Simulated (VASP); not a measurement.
Write the native input for VASP 6.6.1 that does the following.

| Quantity | Value |
| --- | --- |
| Task | single point |
| Functional | PBE |
| Potentials or basis | VASP PAW PBE potentials, release 64 (Ta_pv, N) |
| Cutoff | 520 eV |
| k mesh | 18 × 18 × 8 |
| Occupations | gaussian, width 0.1 eV |
| Spin | no spin polarisation |
| Dipole correction | no |
| Further INCAR settings | ALGO = Normal; EDIFF = 1e-06; NBANDS = 24 |

The structure of TaN lies in POSCAR:

```
TaN
1.0
    2.9171232583      0.0000000000      0.0000000000
   -1.4585616292      2.5263028477      0.0000000000
    0.0000000000      0.0000000000      5.9149681215
Ta N
2 2
Direct
    0.0000000000      0.0000000000      0.0000000000
    0.0000000000      0.0000000000      0.5000000000
    0.3333333333      0.6666666667      0.2500000000
    0.6666666667      0.3333333333      0.7500000000
```

The input as run:

INCAR

```
  PREC = Accurate
  ENCUT = 520
  EDIFF = 1E-6
  ISMEAR = 0
  SIGMA = 0.1
  LREAL = False
  LASPH = True
  NELM = 60
  ALGO = Normal
  ISIF = 2
  LWAVE = False
  LCHARG = False
  GGA = PE
  NBANDS = 24
```

KPOINTS

```
Automatic mesh
0
Gamma
  18 18 8
```

Potentials or basis: VASP PAW PBE potentials, release 64 (Ta_pv, N).

The run is started by

```console
$ cat potpaw_PBE.64/Ta_pv/POTCAR potpaw_PBE.64/N/POTCAR > POTCAR
$ mpirun -np 1 vasp_std > vasp.out
```

It gave:

```json
{
 "Pressure": "0.7 GPa",
 "Band gap on the k mesh": "zero (bands 16 and 17 overlap by 0.98 eV)"
}
```

Caveat: spin-orbit coupling is left out, which moves the levels of the heavy elements.

Wall time 2.5 min on 1 thread of Intel(R) Xeon(R) Platinum 8259CL CPU @ 2.50GHz (Skylake/Cascade Lake), with other jobs on the host, peak memory 0.3 GiB.
